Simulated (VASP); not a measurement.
# Al2Au (Fm-3m) in VASP: notebook, part 2 of 2

VASP 6.6.1.

## (3) Single point, PBE (strained)

Input file INCAR:

```
SYSTEM = Al2Au
ALGO = Normal
EDIFF = 1E-6
ENCUT = 520
GGA = PE
ISIF = 2
ISMEAR = 0
LASPH = .True.
LCHARG = .False.
LREAL = .False.
LWAVE = .False.
NBANDS = 16
NELM = 60
PREC = Accurate
SIGMA = 0.1
```

Input file KPOINTS:

```
k-points
0
Gamma
  12 12 12
  0 0 0
```

Input file POSCAR:

```
Al2Au
1.0
    0.0000000000      3.0847500000      3.0847500000
    3.0847500000      0.0000000000      3.0847500000
    3.0847500000      3.0847500000      0.0000000000
Al Au
2 1
Direct
    0.2500000000      0.2500000000      0.2500000000
    0.7500000000      0.7500000000      0.7500000000
    0.0000000000      0.0000000000      0.0000000000
```

Potentials or basis: VASP PAW PBE potentials, release 64 (Al, Au).

Started as:

```sh
$ cat potpaw_PBE.64/Al/POTCAR potpaw_PBE.64/Au/POTCAR > POTCAR
$ mpirun -np 1 vasp_std > vasp.out
```

OUTCAR:

```text
SYSTEM = Al2Au
   EDIFF = 1E-6
   ENCUT = 520
   GGA = PE
   ISIF = 2
   ISMEAR = 0
   LASPH = .True.
   LREAL = .False.
   NELM = 60
   PREC = Accurate

 ion  position               nearest neighbor table
   1  0.250  0.250  0.250-   3 2.67   3 2.67   3 2.67   3 2.67   2 3.08   2 3.08   2 3.08   2 3.08
                             2 3.08   2 3.08
   2  0.750  0.750  0.750-   3 2.67   3 2.67   3 2.67   3 2.67   1 3.08   1 3.08   1 3.08   1 3.08
                             1 3.08   1 3.08
   3  0.000  0.000  0.000-   2 2.67   2 2.67   2 2.67   1 2.67   2 2.67   1 2.67   1 2.67   1 2.67

  LATTYP: Found a face centered cubic cell.
 ALAT       =     6.1695000000

  Lattice vectors:

 A1 = (   0.0000000000,   3.0847500000,   3.0847500000)
 A2 = (   3.0847500000,   0.0000000000,   3.0847500000)
 A3 = (   3.0847500000,   3.0847500000,   0.0000000000)

Analysis of symmetry for initial positions (statically):
=====================================================================
 Subroutine PRICEL returns:
 Original cell was already a primitive cell.

 Routine SETGRP: Setting up the symmetry group for a
 face centered cubic supercell.

 Subroutine GETGRP returns: Found 48 space group operations
 (whereof 48 operations were pure point group operations)
 out of a pool of 48 trial point group operations.

The static configuration has the point symmetry O_h .

Analysis of symmetry for dynamics (positions and initial velocities):
=====================================================================
 Subroutine PRICEL returns:
 Original cell was already a primitive cell.

 Routine SETGRP: Setting up the symmetry group for a
 face centered cubic supercell.

 Subroutine GETGRP returns: Found 48 space group operations
 (whereof 48 operations were pure point group operations)
 out of a pool of 48 trial point group operations.

The dynamic configuration has the point symmetry O_h .

[... 118 lines left out ...]
   IMIX   =      4    mixing-type and parameters
     AMIX     =   0.40;   BMIX     =  1.00
     AMIX_MAG =   1.60;   BMIX_MAG =  1.00
  volume/ion in A,a.u.               =      19.57       132.06
  Fermi-wavevector in a.u.,A,eV,Ry     =   1.083082  2.046727 15.960528  1.173066
  Thomas-Fermi vector in A             =   2.219139
   LORBIT       =      0    0 simple, 1 ext, 2 COOP (PROOUT), +10 PAW based schemes
   GGA     = PE    functional components
   LHFCALC =     F    Hartree Fock is set to
   AEXX    =    0.0000 exact exchange contribution
   IVDW    =     0    specifies the selected vdW correction
   LEPSILON=     F    determine dielectric tensor
   LRPA    =     F    only Hartree local field effects (RPA)
 non-spin polarized calculation
 Gauss-broadening in eV      SIGMA  =   0.10
  energy-cutoff  :      520.00
  volume of cell :       58.71
 maximum number of plane-waves:      1604
   NGX = 17   NGY = 17   NGZ = 17

 number of electron      16.9999998 magnetization

 Free energy of the ion-electron system (eV)
  ---------------------------------------------------
  ext. energy  EPLUGINS =         0.00000000
  ---------------------------------------------------
  free energy    TOTEN  =       -11.97204129 eV

  energy without entropy =      -11.96752104  energy(sigma->0) =      -11.96978116

 E-fermi :   6.8787     XC(G=0): -10.1677

 val. band max:        6.8760312939   @ k =   0.5000   0.1667   0.0833
 cond. band min:       6.9916425845   @ k =   0.3333   0.2500   0.0833
 fundamental gap:      0.1156112906
 Fermi energy:         6.8787368654

 k-point     1 :       0.0000    0.0000    0.0000
  band No.  band energies     occupation
      1      -3.0923      2.00000
      2       0.7125      2.00000
      3       0.7125      2.00000
      4       0.7125      2.00000
      5       1.5813      2.00000
      6       1.5813      2.00000
[... 433 lines left out ...]
      3       1.0564      2.00000
      4       1.0575      2.00000
      5       1.6106      2.00000
      6       1.6308      2.00000
[... 8 lines left out ...]
     15      14.8332      0.00000
     16      15.1974      0.00000

 [... further k-points ...]

------------------------ aborting loop because EDIFF is reached ----------------------------------------

  FORCE on cell =-STRESS in cart. coord.  units (eV):
  Direction    XX          YY          ZZ          XY          YZ          ZX
  --------------------------------------------------------------------------------------
  -------------------------------------------------------------------------------------
  Total       -1.8613194     -1.8613194     -1.8613194      0.0000000      0.0000000     -0.0000000
  in kB      -50.7974112    -50.7974112    -50.7974112      0.0000000      0.0000000     -0.0000000
  external PRESSURE =     -50.7974112 kB  Pullay stress =       0.0000000 kB

 VOLUME and BASIS-vectors are now :
 -----------------------------------------------------------------------------
  energy-cutoff  :      520.00
  volume of cell :       58.71
      direct lattice vectors                 reciprocal lattice vectors
     0.000000000  3.084750000  3.084750000    -0.162087689  0.162087689  0.162087689
     3.084750000  0.000000000  3.084750000     0.162087689 -0.162087689  0.162087689
     3.084750000  3.084750000  0.000000000     0.162087689  0.162087689 -0.162087689

 POSITION                                       TOTAL-FORCE (eV/Angst)
 -----------------------------------------------------------------------------------
      1.54238      1.54238      1.54238        -0.000000      0.000000      0.000000
      4.62713      4.62713      4.62713         0.000000     -0.000000     -0.000000
      0.00000      0.00000      0.00000        -0.000000      0.000000      0.000000
 -----------------------------------------------------------------------------------
    total drift:                                0.000000     -0.000000      0.000000

  FREE ENERGIE OF THE ION-ELECTRON SYSTEM (eV)
  ---------------------------------------------------
  free  energy   TOTEN  =       -11.9720412897 eV

  energy  without entropy=      -11.9675210377  energy(sigma->0) =      -11.96978116
```

OSZICAR:

```text
N       E                     dE             d eps       ncg     rms          rms(c)
DAV:   1     0.531445174022E+02    0.53145E+02   -0.66661E+03  2352   0.867E+02
DAV:   2    -0.117285434194E+02   -0.64873E+02   -0.58706E+02  2872   0.165E+02
DAV:   3    -0.131109326379E+02   -0.13824E+01   -0.13767E+01  2928   0.230E+01
DAV:   4    -0.131220678825E+02   -0.11135E-01   -0.11135E-01  2784   0.240E+00
DAV:   5    -0.131222830195E+02   -0.21514E-03   -0.21514E-03  3000   0.344E-01    0.820E+00
DAV:   6    -0.120772212976E+02    0.10451E+01   -0.43809E+00  2576   0.207E+01    0.403E+00
DAV:   7    -0.119979960013E+02    0.79225E-01   -0.21729E-01  2424   0.468E+00    0.180E+00
DAV:   8    -0.119728628739E+02    0.25133E-01   -0.26927E-02  2792   0.101E+00    0.399E-01
DAV:   9    -0.119718920470E+02    0.97083E-03   -0.31329E-03  2800   0.553E-01    0.188E-01
DAV:  10    -0.119720406264E+02   -0.14858E-03   -0.23859E-04  2528   0.897E-02    0.330E-02
DAV:  11    -0.119720386365E+02    0.19899E-05   -0.81198E-06  3000   0.201E-02    0.139E-02
DAV:  12    -0.119720413020E+02   -0.26655E-05   -0.56514E-06  2480   0.127E-02    0.303E-03
DAV:  13    -0.119720412897E+02    0.12341E-07   -0.12529E-07  1784   0.265E-03
   1 F= -.11972041E+02 E0= -.11969781E+02  d E =-.452025E-02
```

It took 71 s on 1 thread of AMD EPYC 7R43 (Zen 3), shared host; peak memory 0.18 GiB.

Results:

- Free energy: -11.9720 eV
- Pressure: -5.1 GPa

Levels at points of the mesh, in eV from the Fermi level:
| k point | band 6 | band 7 | band 8 | band 9 | band 10 | band 11 | band 12 | band 13 |
| --- | --- | --- | --- | --- | --- | --- | --- | --- |
| (0.00, 0.00, 0.00) | -5.30 | 1.65 | 2.92 | 2.92 | 2.92 | 3.54 | 3.54 | 3.54 |
| (0.50, 0.00, 0.00) | -5.20 | -5.15 | 0.39 | 0.39 | 2.95 | 3.10 | 3.54 | 3.54 |
| (0.50, 0.50, 0.00) | -5.04 | -4.76 | -1.93 | -1.93 | 0.78 | 2.04 | 7.58 | 9.10 |

Caveat: the cell differs from its parent crystal (strained); spin-orbit coupling is left out, which moves the levels of the heavy elements.
